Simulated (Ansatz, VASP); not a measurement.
Two plane-wave programs on Sc

Contents of INCAR:

```
ALGO     = Fast           # electronic algorithm
EDIFF    = 1E-6           # SCF threshold, eV
ENCUT    = 520            # plane-wave cutoff, eV
GGA      = PS             # functional
ISIF     = 2              # what is computed and relaxed
ISMEAR   = 0              # smearing method
LASPH    = T              # aspherical terms in the spheres
LCHARG   = F              # write CHGCAR
LREAL    = F              # projectors in reciprocal space
LWAVE    = F              # write WAVECAR
NBANDS   = 18             # bands
NELM     = 100            # most SCF steps
PREC     = Accurate       # precision mode
SIGMA    = 0.15           # smearing width, eV
```

File KPOINTS:

```
k-points
0
Gamma
  18 18 10
```

POSCAR

```
Sc
1.0
    3.2095339604      0.0000000000      0.0000000000
   -1.6047669802      2.9514681261      0.0000000000
    0.0000000000      0.0000000000      5.2680000000
Sc
2
Direct
    0.3333333333      0.6666666667      0.2500000000
    0.6666666667      0.3333333333      0.7500000000
```

Input for Ansatz:

```yaml
crystal:
  lattice:
    - [3.2095339604, 0.0, 0.0]
    - [-1.6047669802, 2.9514681261, 0.0]
    - [0.0, 0.0, 5.268]
  atoms:
    - { symbol: Sc, position: [0.3333333333, 0.6666666667, 0.25] }
    - { symbol: Sc, position: [0.6666666667, 0.3333333333, 0.75] }
basis:
  ecutwfc: 420
kpoints:
  mp_grid: { grid: [18, 18, 10] }
hamiltonian:
  xc: pbesol
scf:
  occupations: { method: gaussian, width: 0.15 }
output:
  forces: true
  stress: true
  eigenvalues: true
```

Change from the starting cell: strain -0.0300 x Voigt [1, -1, 0, 0, 0, 0], atoms carried along.

Alike in both runs: task single point; functional PBEsol; k mesh 18 × 18 × 10; occupations gaussian, width 0.15 eV; no spin polarisation.

```csv
,VASP,Ansatz
version,VASP 6.6.1,Ansatz 0.2.0
potentials or method,"VASP PAW PBE potentials, release 64 (Sc_sv), cutoff 520 eV","scalar-relativistic, plane waves, PAW"
valence electrons in the cell,22,22
```

|  | VASP | Ansatz | Ansatz less VASP |
| --- | --- | --- | --- |
| gap on the k mesh at the Fermi level (eV) | none | none | - |
| pressure (GPa) | -2.7 | -2.7 | 0.00 |
| traceless stress, the component that is largest in VASP (GPa) | 2.72 | 2.72 | 0.000 |
| rms of the force components (eV/Å) | 0.051 | 0.051 | +0.0001 |

VASP's potentials were made for PBE, not for PBEsol. Atom by atom the forces differ by 0.000 eV/Å (rms over components). A gap of «none» marks a metal or a gap that the smearing closes.
